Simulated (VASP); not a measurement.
# PtS2 (P-3m1) in VASP: a series of runs

PtS2 is run at these levels: PBE; tasks: single point.

Everything below comes from runs of VASP 6.6.1. Logs are shortened: lines on timing, memory, paths and dates and some standing lists are left out, and cuts for length are marked.

## Step 1: The cell of the first run

Symmetry: P-3m1, No. 164, trigonal system. The conventional cell has a = 3.543 Å, b = 3.543 Å, c = 5.039 Å, α = 90.00°, β = 90.00°, γ = 120.00°. Pt (site symmetry -3m) has 6 S at 2.40 Å within 3.2 Å. Within 3.2 Å of S (site symmetry 3m) lie 3 Pt at 2.40 Å.

## Step 2: Single point, PBE

The input, INCAR:

```
SYSTEM = PtS2
  PREC = Accurate
  ENCUT = 520
  EDIFF = 1E-6
  ISMEAR = 0
  SIGMA = 0.05
  LREAL = .FALSE.
  LASPH = .TRUE.
  NELM = 60
  ALGO = Normal
  ISIF = 2
  LWAVE = .FALSE.
  LCHARG = .FALSE.
  GGA = PE
  NBANDS = 18
```

The input, KPOINTS:

```
regular mesh
0
G
  12 12 8
  0 0 0
```

The input, POSCAR:

```
PtS2
1.0
    3.5431994758      0.0000000000      0.0000000000
   -1.7715997379      3.0685007567      0.0000000000
    0.0000000000      0.0000000000      5.0388000000
Pt S
1 2
Direct
    0.0000000000      0.0000000000      0.0000000000
    0.3333333333      0.6666666667      0.2500000000
    0.6666666667      0.3333333333      0.7500000000
```

Potentials or basis: VASP PAW PBE potentials, release 64 (Pt, S).

Command:

```
> cat potpaw_PBE.64/Pt/POTCAR potpaw_PBE.64/S/POTCAR > POTCAR
> mpirun -np 1 vasp_std > vasp.out
```

OUTCAR:

```text
SYSTEM = PtS2
   PREC = Accurate
   ENCUT = 520
   EDIFF = 1E-6
   ISMEAR = 0
   LREAL = .FALSE.
   LASPH = .TRUE.
   NELM = 60
   ISIF = 2
   GGA = PE

 ion  position               nearest neighbor table
   1  0.000  0.000  0.000-   2 2.40   3 2.40   2 2.40   3 2.40   3 2.40   2 2.40
   2  0.333  0.667  0.250-   1 2.40   1 2.40   1 2.40
   3  0.667  0.333  0.750-   1 2.40   1 2.40   1 2.40

  LATTYP: Found a hexagonal cell.
 ALAT       =     3.5431994758
 C/A-ratio  =     1.4221045229

  Lattice vectors:

 A1 = (   3.5431994758,   0.0000000000,   0.0000000000)
 A2 = (  -1.7715997379,   3.0685007567,   0.0000000000)
 A3 = (   0.0000000000,   0.0000000000,   5.0388000000)

Analysis of symmetry for initial positions (statically):
=====================================================================
 Subroutine PRICEL returns:
 Original cell was already a primitive cell.

 Routine SETGRP: Setting up the symmetry group for a
 hexagonal supercell.

 Subroutine GETGRP returns: Found 12 space group operations
 (whereof 12 operations were pure point group operations)
 out of a pool of 24 trial point group operations.

The static configuration has the point symmetry D_3d.

Analysis of symmetry for dynamics (positions and initial velocities):
=====================================================================
 Subroutine PRICEL returns:
 Original cell was already a primitive cell.

 Routine SETGRP: Setting up the symmetry group for a
 hexagonal supercell.

 Subroutine GETGRP returns: Found 12 space group operations
 (whereof 12 operations were pure point group operations)
 out of a pool of 24 trial point group operations.

The dynamic configuration has the point symmetry D_3d.

 Subroutine INISYM returns: Found 12 space group operations
 (whereof 12 operations are pure point group operations),
 and found     1 'primitive' translations

----------------------------------------------------------------------------------------

                                     Primitive cell

  volume of cell :      54.7834

  direct lattice vectors                    reciprocal lattice vectors
     3.543199476  0.000000000  0.000000000     0.282230794  0.162946025  0.000000000
    -1.771599738  3.068500757  0.000000000     0.000000000  0.325892049  0.000000000
     0.000000000  0.000000000  5.038800000     0.000000000  0.000000000  0.198459951

  length of vectors
     3.543199476  3.543199476  5.038800000     0.325892049  0.325892049  0.198459951

  position of ions in fractional coordinates (direct lattice)
     0.000000000  0.000000000  0.000000000
     0.333333333  0.666666667  0.250000000
     0.666666667  0.333333333  0.750000000

  ion indices of the primitive-cell ions
   primitive index   ion index
                 1           1
                 2           2
                 3           3

----------------------------------------------------------------------------------------

 KPOINTS: regular mesh

Automatic generation of k-mesh.
 Grid dimensions read from file:
 generate k-points for:   12   12    8

 Generating k-lattice:

  Cartesian coordinates                     Fractional coordinates (reciprocal lattice)
     0.023519233  0.013578835  0.000000000     0.083333333  0.000000000  0.000000000
     0.000000000  0.027157671  0.000000000     0.000000000  0.083333333  0.000000000
     0.000000000  0.000000000  0.024807494     0.000000000  0.000000000  0.125000000

  Length of vectors
     0.027157671  0.027157671  0.024807494

  Shift w.r.t. Gamma in fractional coordinates (k-lattice)
     0.000000000  0.000000000  0.000000000

 Subroutine IBZKPT returns following result:
 ===========================================

 Found    131 irreducible k-points:

 Following reciprocal coordinates:
            Coordinates               Weight
  0.000000  0.000000  0.000000      1.000000
  0.083333  0.000000  0.000000      6.000000
  0.166667  0.000000  0.000000      6.000000
  0.250000 -0.000000  0.000000      6.000000
  0.333333 -0.000000  0.000000      6.000000
  0.416667 -0.000000  0.000000      6.000000
[... 16 lines left out ...]
  0.166667  0.000000  0.125000      6.000000
  0.000000  0.166667  0.125000      6.000000
 [... further k-points ...]
   k-points           NKPTS =    131   k-points in BZ     NKDIM =    131   number of bands    NBANDS=     18
   number of dos      NEDOS =    301   number of ions     NIONS =      3
   total plane-waves  NPLWV =  31360
   dimension x,y,z NGX =    28 NGY =   28 NGZ =   40
   dimension x,y,z NGXF=    56 NGYF=   56 NGZF=   80
   ions per type =               1   2
   NGX,Y,Z   is equivalent  to a cutoff of  13.14, 13.14, 13.20 a.u.
   NGXF,Y,Z  is equivalent  to a cutoff of  26.28, 26.28, 26.39 a.u.
 SYSTEM =  PtS2
   PREC   = accura    normal or accurate (medium, high low for compatibility)
   ISTART =      0    job   : 0-new  1-cont  2-samecut
   ICHARG =      2    charge: 1-file 2-atom 10-const
   ISPIN  =      1    spin polarized calculation?
   LNONCOLLINEAR =      F non collinear calculations
   LSORBIT =      F    spin-orbit coupling
   LASPH  =      T    aspherical Exc in radial PAW
   ENCUT  =  520.0 eV  38.22 Ry    6.18 a.u.   6.59  6.59  9.37*2*pi/ulx,y,z
   NELM   =     60;   NELMIN=  2; NELMDL= -5     # of ELM steps
   EDIFF  = 0.1E-05   stopping-criterion for ELM
   LREAL  =      F    real-space projection
   EDIFFG = 0.1E-04   stopping-criterion for IOM
   NSW    =      0    number of steps for IOM
   IBRION =     -1    ionic relax: 0-MD 1-quasi-New 2-CG
   NFREE  =      0    steps in history (QN), initial steepest desc. (CG)
   ISIF   =      2    stress and relaxation
   ISYM   =      2    0-nonsym 1-usesym 2-fastsym
   POTIM  = 0.5000    time-step for ionic-motion
   TEBEG  =    0.0;   TEEND  =   0.0 temperature during run
   PSTRESS=    0.0 pullay stress
   NELECT =      22.0000    total number of electrons
   NUPDOWN=      -1.0000    fix difference up-down
   EMIN   =  10.00;   EMAX   =-10.00  energy-range for DOS
   EFERMI =   0.00;   METHOD = LEGACY
   ISMEAR =     0;   SIGMA  =   0.05  broadening in eV -4-tet -1-fermi 0-gaus
   EFERMI_NEDOS =   21; number of points for ismear=-14 and -15
   IALGO  =     38    algorithm
   IMIX   =      4    mixing-type and parameters
     AMIX     =   0.40;   BMIX     =  1.00
     AMIX_MAG =   1.60;   BMIX_MAG =  1.00
  volume/ion in A,a.u.               =      18.26       123.23
  Fermi-wavevector in a.u.,A,eV,Ry     =   1.207812  2.282434 19.848319  1.458810
  Thomas-Fermi vector in A             =   2.343439
   LORBIT       =      0    0 simple, 1 ext, 2 COOP (PROOUT), +10 PAW based schemes
   GGA     = PE    functional components
   LHFCALC =     F    Hartree Fock is set to
   AEXX    =    0.0000 exact exchange contribution
   IVDW    =     0    specifies the selected vdW correction
   LEPSILON=     F    determine dielectric tensor
   LRPA    =     F    only Hartree local field effects (RPA)
 non-spin polarized calculation
 Gauss-broadening in eV      SIGMA  =   0.05
  energy-cutoff  :      520.00
  volume of cell :       54.78
 maximum number of plane-waves:      1507
 NGX is ok and might be reduce to    28
   NGX = 13   NGY = 13   NGZ = 19

 number of electron      22.0000000 magnetization

 Free energy of the ion-electron system (eV)
  ---------------------------------------------------
  ext. energy  EPLUGINS =         0.00000000
  ---------------------------------------------------
  free energy    TOTEN  =       -15.36393417 eV

  energy without entropy =      -15.36393417  energy(sigma->0) =      -15.36393417

 E-fermi :   7.1203     XC(G=0): -10.6937

 val. band max:        6.8625511572   @ k =   0.0000   0.0000   0.0000
 cond. band min:       7.4194268461   @ k =  -0.0833   0.3333   0.2500
 fundamental gap:      0.5568756889
 Fermi energy:         7.1203113085

 k-point     1 :       0.0000    0.0000    0.0000
  band No.  band energies     occupation
      1      -8.3954      2.00000
      2      -5.5745      2.00000
      3      -0.2055      2.00000
      4       0.4185      2.00000
      5       0.4185      2.00000
      6       3.0587      2.00000
[... 10 lines left out ...]
     17      14.8510      0.00000
     18      19.7409      0.00000

 k-point     2 :       0.0833    0.0000    0.0000
  band No.  band energies     occupation
      1      -8.3083      2.00000
      2      -5.6124      2.00000
      3      -0.1079      2.00000
      4       0.4728      2.00000
      5       0.4739      2.00000
      6       2.9299      2.00000
[... 10 lines left out ...]
     17      15.1202      0.00000
     18      18.2287      0.00000

 k-point     3 :       0.1667    0.0000    0.0000
  band No.  band energies     occupation
      1      -8.0563      2.00000
      2      -5.7152      2.00000
      3       0.1651      2.00000
      4       0.6188      2.00000
      5       0.6448      2.00000
      6       2.4814      2.00000
[... 10 lines left out ...]
     17      15.7715      0.00000
     18      16.6842      0.00000

 k-point     4 :       0.2500   -0.0000    0.0000
  band No.  band energies     occupation
      1      -7.6698      2.00000
      2      -5.8573      2.00000
      3       0.5016      2.00000
      4       0.8030      2.00000
      5       0.9669      2.00000
      6       1.7410      2.00000
[... 10 lines left out ...]
     17      15.7911      0.00000
     18      15.9650      0.00000

 k-point     5 :       0.3333   -0.0000    0.0000
  band No.  band energies     occupation
      1      -7.2076      2.00000
      2      -6.0133      2.00000
      3       0.4157      2.00000
      4       0.9451      2.00000
      5       1.2208      2.00000
      6       1.6294      2.00000
[... 10 lines left out ...]
     17      15.4052      0.00000
     18      16.2928      0.00000

 k-point     6 :       0.4167   -0.0000    0.0000
  band No.  band energies     occupation
      1      -6.7629      2.00000
      2      -6.1781      2.00000
      3      -0.1515      2.00000
      4       1.0061      2.00000
      5       1.4529      2.00000
      6       2.3025      2.00000
[... 10 lines left out ...]
     17      14.9466      0.00000
     18      17.4486      0.00000

 k-point     7 :       0.5000   -0.0000    0.0000
  band No.  band energies     occupation
      1      -6.4838      2.00000
      2      -6.3385      2.00000
      3      -0.4013      2.00000
      4       1.0180      2.00000
      5       1.6039      2.00000
      6       2.6671      2.00000
[... 10 lines left out ...]
     17      14.7824      0.00000
     18      18.0911      0.00000

 k-point     8 :       0.0833    0.0833    0.0000
  band No.  band energies     occupation
      1      -8.1386      2.00000
      2      -5.6825      2.00000
      3       0.0793      2.00000
      4       0.5771      2.00000
      5       0.5797      2.00000
      6       2.7466      2.00000
[... 10 lines left out ...]
     17      15.6487      0.00000
     18      17.0511      0.00000
[... 229 lines left out ...]
     17      15.9523      0.00000
     18      17.5227      0.00000

 k-point    20 :       0.0000    0.0000    0.1250
  band No.  band energies     occupation
      1      -8.3424      2.00000
      2      -5.7106      2.00000
      3      -0.0088      2.00000
      4       0.4234      2.00000
      5       0.4234      2.00000
      6       3.0546      2.00000
[... 10 lines left out ...]
     17      14.8217      0.00000
     18      18.9902      0.00000

 k-point    21 :       0.0833    0.0000    0.1250
  band No.  band energies     occupation
      1      -8.2553      2.00000
      2      -5.7410      2.00000
      3       0.0462      2.00000
      4       0.4870      2.00000
      5       0.4972      2.00000
      6       2.9369      2.00000
[... 10 lines left out ...]
     17      14.8999      0.00000
     18      17.7052      0.00000

 k-point    22 :       0.0000    0.0833    0.1250
  band No.  band energies     occupation
      1      -8.2563      2.00000
      2      -5.7376      2.00000
      3       0.0233      2.00000
      4       0.4672      2.00000
      5       0.5332      2.00000
      6       2.9082      2.00000
[... 10 lines left out ...]
     17      15.2820      0.00000
     18      17.5921      0.00000

 k-point    23 :       0.1667    0.0000    0.1250
  band No.  band energies     occupation
      1      -8.0017      2.00000
      2      -5.8307      2.00000
      3       0.2559      2.00000
      4       0.6418      2.00000
      5       0.6906      2.00000
      6       2.5281      2.00000
[... 10 lines left out ...]
     17      15.3829      0.00000
     18      16.4807      0.00000

 k-point    24 :       0.0000    0.1667    0.1250
  band No.  band energies     occupation
      1      -8.0097      2.00000
      2      -5.8064      2.00000
      3       0.1064      2.00000
      4       0.6002      2.00000
      5       0.8398      2.00000
      6       2.4019      2.00000
[... 10 lines left out ...]
     17      16.1411      0.00000
     18      16.2440      0.00000

 [... further k-points ...]
[... 5 lines left out ...]
  --------------------------------------------------------------------------------------
  -------------------------------------------------------------------------------------
  Total        0.9587018      0.9587018      0.0609091      0.0000000      0.0000000      0.0000000
  in kB       28.0378791     28.0378791      1.7813279      0.0000000      0.0000000      0.0000000
  external PRESSURE =      19.2856954 kB  Pullay stress =       0.0000000 kB

 VOLUME and BASIS-vectors are now :
 -----------------------------------------------------------------------------
  energy-cutoff  :      520.00
  volume of cell :       54.78
      direct lattice vectors                 reciprocal lattice vectors
     3.543199476  0.000000000  0.000000000     0.282230794  0.162946025  0.000000000
    -1.771599738  3.068500757  0.000000000     0.000000000  0.325892049  0.000000000
     0.000000000  0.000000000  5.038800000     0.000000000  0.000000000  0.198459951

 POSITION                                       TOTAL-FORCE (eV/Angst)
 -----------------------------------------------------------------------------------
      0.00000      0.00000      0.00000         0.000000     -0.000000     -0.000000
     -0.00000      2.04567      1.25970        -0.000000     -0.000000     -0.367150
      1.77160      1.02283      3.77910         0.000000      0.000000      0.367150
 -----------------------------------------------------------------------------------
    total drift:                               -0.000000     -0.000000     -0.000000

  FREE ENERGIE OF THE ION-ELECTRON SYSTEM (eV)
  ---------------------------------------------------
  free  energy   TOTEN  =       -15.3639341706 eV

  energy  without entropy=      -15.3639341706  energy(sigma->0) =      -15.36393417
```

Run time: 73 s. Hardware: 1 thread of Intel Xeon Platinum 8375C at 2.90GHz (Ice Lake), shared host; peak memory 0.26 GiB.

Results:

```
Free energy            : -15.3639 eV
Pressure               : 1.9 GPa
Largest force          : 0.367 eV/Å
Band gap on the k mesh : 0.56 eV, indirect (least direct gap 0.80 eV)
```

Forces in eV/Å, atoms in the order of the input:
```
Pt   0.000  0.000  0.000
S    0.000  0.000 -0.367
S    0.000  0.000  0.367
```

Stress tensor (GPa, compression positive):
```
2.80 0.00 0.00
0.00 2.80 0.00
0.00 0.00 0.18
```

Caveat: spin-orbit coupling is left out, which moves the levels of the heavy elements.

## Step 3: Single point, PBE

The input, INCAR:

```
PREC = Accurate ; ENCUT = 520
EDIFF = 1E-6 ; ISMEAR = 0
SIGMA = 0.05 ; LREAL = False
LASPH = True ; NELM = 100
ALGO = Normal ; ISIF = 2
LWAVE = False ; LCHARG = True
GGA = PE ; LELF = True
LVHAR = True ; NBANDS = 18
```

The input, KPOINTS:

```
regular mesh
0
Gamma
  12 12 8
```

POSCAR is that of step 2.

Potentials or basis: VASP PAW PBE potentials, release 64 (Pt, S).

Command:

```
> cat potpaw_PBE.64/Pt/POTCAR potpaw_PBE.64/S/POTCAR > POTCAR
> mpirun -np 1 vasp_std > vasp.out
```

Wall time 74 s (1 thread of Intel Xeon Platinum 8375C at 2.90GHz (Ice Lake), shared host); peak memory 0.27 GiB.

The run converged. Its results:

```
Free energy            : -15.3639 eV
Pressure               : 1.9 GPa
Largest force          : 0.367 eV/Å
Band gap on the k mesh : 0.56 eV, indirect (least direct gap 0.80 eV)
```

Forces in eV/Å, atoms in the order of the input:
```
Pt   0.000  0.000  0.000
S    0.000  0.000 -0.367
S    0.000  0.000  0.367
```

Stress tensor (GPa, compression positive):
```
2.80 0.00 0.00
0.00 2.80 0.00
0.00 0.00 0.18
```

Levels at points of the mesh, in eV from the valence-band top:
```csv
k point,band 9,band 10,band 11,band 12,band 13,band 14
"(0.00, 0.00, 0.00)",-1.13,-1.13,0.00,1.77,1.77,4.51
"(0.50, 0.00, 0.00)",-3.07,-3.01,-2.54,1.27,2.40,5.38
"(0.00, 0.00, 0.50)",-1.45,-1.45,-1.29,2.44,2.44,5.52
"(0.50, 0.00, 0.50)",-2.74,-2.68,-1.50,1.38,2.07,4.93
```

Caveat: spin-orbit coupling is left out, which moves the levels of the heavy elements. A k mesh can miss the band edges.
